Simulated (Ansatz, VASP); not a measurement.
PbO2 in VASP and in Ansatz

```
Pb O
1.0
     4.98385    0.00000    0.00000
     0.00000    4.98385    0.00000
     0.00000    0.00000    3.30539
Pb O
2 4
Direct
  0.00000 0.00000 0.00000
  0.50000 0.50000 0.50000
  0.30610 0.30610 0.00000
  0.19390 0.80610 0.50000
  0.80610 0.19390 0.50000
  0.69390 0.69390 0.00000
```

Change from the starting cell: uniaxial_z strain -3.0%.

Alike in both runs: task single point; functional r2SCAN; k mesh 6 × 6 × 8; occupations fermi-dirac, width 0.02 eV; no spin polarisation.

```csv
,VASP,Ansatz
version,VASP 6.6.1,Ansatz 0.2.0
potentials or method,"VASP PAW PBE potentials, release 64 (Pb_d, O)","plane waves, PAW"
plane-wave cutoff (eV),520,500
valence electrons in the cell,52,52
```

```tsv
	VASP	Ansatz	Ansatz less VASP
pressure (GPa)	6.8	5.8	-1.00
traceless stress, the component that is largest in VASP (GPa)	3.81	3.49	-0.316
rms of the force components (eV/Å)	0.012	0.000	-0.0114
```

VASP's potentials were made for PBE, not for r2SCAN. Atom by atom the forces differ by 0.011 eV/Å (rms over components).

Spin-orbit coupling is off throughout.
